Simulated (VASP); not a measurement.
Wanted: the native input for a VASP 6.6.1 run.

- Task: single point
- Functional: PBE
- Potentials or basis: VASP PAW PBE potentials, release 64 (Be, Se)
- Cutoff: 520 eV
- k mesh: 6 × 6 × 2
- Occupations: gaussian, width 0.1 eV
- Spin: no spin polarisation
- Dipole correction: no
- Further INCAR settings: ALGO = Normal; EDIFF = 1e-07; NBANDS = 19

The structure of Be2Se lies in POSCAR:

```
Be2Se
1.0
    3.4215257036      0.0000000000      0.0000000000
   -1.7107628518      2.9631281790      0.0000000000
    0.0000000000      0.0000000000      8.3032317657
Be Se
4 2
Direct
    0.3333333333      0.6666666667      0.5817024113
    0.6666666667      0.3333333333      0.0817024113
    0.3333333333      0.6666666667      0.9182975887
    0.6666666667      0.3333333333      0.4182975887
    0.3333333333      0.6666666667      0.2500000000
    0.6666666667      0.3333333333      0.7500000000
```

One way to write it, as run:

INCAR

```
ALGO = Normal ; EDIFF = 1E-7
ENCUT = 520 ; GGA = PE
ISIF = 2 ; ISMEAR = 0
LASPH = T ; LCHARG = F
LREAL = F ; LWAVE = F
NBANDS = 19 ; NELM = 80
PREC = Accurate ; SIGMA = 0.1
```

KPOINTS

```
k-points
0
Gamma
  6 6 2
```

Potentials or basis: VASP PAW PBE potentials, release 64 (Be, Se).

Command:

```sh
$ cat potpaw_PBE.64/Be/POTCAR potpaw_PBE.64/Se/POTCAR > POTCAR
$ mpirun -np 1 vasp_std > vasp.out
```

Results of the run:

```json
{
 "Pressure": "0.2 GPa",
 "Largest force": "0.008 eV/Å",
 "Band gap on the k mesh": "zero (band 10 reaches 7.69 eV, above the bottom of band 11 at 5.17 eV)"
}
```

Caveat: the k points lie up to 0.38 Å⁻¹ apart.

Run time: 12 s on 1 thread of Intel(R) Xeon(R) 6975P-C (Granite Rapids), on a shared host, peak memory 0.2 GiB.
